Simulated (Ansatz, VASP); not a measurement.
# Two plane-wave programs on KF

Contents of INCAR:

```
SYSTEM = KF
PREC = Accurate
ENCUT = 520
EDIFF = 1E-8
ISMEAR = -1
SIGMA = 0.01
LREAL = .FALSE.
LASPH = .TRUE.
NELM = 60
ALGO = Normal
ISIF = 2
LWAVE = .FALSE.
LCHARG = .FALSE.
GGA = PE
LEFG = .TRUE.
NBANDS = 15
```

The input KPOINTS:

```
Automatic mesh
0
G
  9 9 9
  0 0 0
```

Contents of POSCAR:

```
KF
1.0
    0.0000000000      2.6735000000      2.6735000000
    2.6735000000      0.0000000000      2.6735000000
    2.6735000000      2.6735000000      0.0000000000
K F
1 1
Direct
   -0.0224424911      0.0224424911      0.0224424911
    0.5000000000      0.5000000000      0.5000000000
```

Input for Ansatz:

```yaml
crystal:
  lattice:
    - [0.0, 2.6735, 2.6735]
    - [2.6735, 0.0, 2.6735]
    - [2.6735, 2.6735, 0.0]
  atoms:
    - { symbol: K, position: [-0.0224424911, 0.0224424911, 0.0224424911] }
    - { symbol: F, position: [0.5, 0.5, 0.5] }
kpoints:
  mp_grid: { grid: [9, 9, 9] }
scf:
  occupations: { method: fermi_dirac, width: 0.01 }
hamiltonian:
  xc: pbe
  pseudopotentials: { kind: paw }
output:
  forces: true
  stress: true
  eigenvalues: true
  efg: { contact_densities: true }
  write_density: true
  write_potential: true
  elf: true
  volumetric_format: npy
```

Alike in both runs: task electric field gradients; functional PBE; k mesh 9 × 9 × 9; occupations fermi-dirac, width 0.01 eV; no spin polarisation.

|  | VASP | Ansatz |
| --- | --- | --- |
| version | VASP 6.6.1 | Ansatz 0.2.0 |
| potentials or method | VASP PAW PBE potentials, release 64 (K_sv, F) | PAW with Ansatz's default frozen-core files, scalar-relativistic |
| plane-wave cutoff (eV) | 520 | 420 |
| valence electrons in the cell | 16 | 16 |

```tsv
	VASP	Ansatz	Ansatz less VASP
gap on the k mesh at the Fermi level (eV)	6.16	6.17	+0.016
pressure (GPa)	1.6	1.5	-0.05
traceless stress, the component that is largest in VASP (GPa)	0.52	0.50	-0.019
rms of the force components (eV/Å)	0.121	0.116	-0.0047
size of Vzz on the site where it differs most (V/Å²)	1.2	1.2	-0.04
```

Atom by atom the forces differ by 0.005 eV/Å (rms over components). With one functional, cell and mesh, what is left measures potentials, basis and numerics.
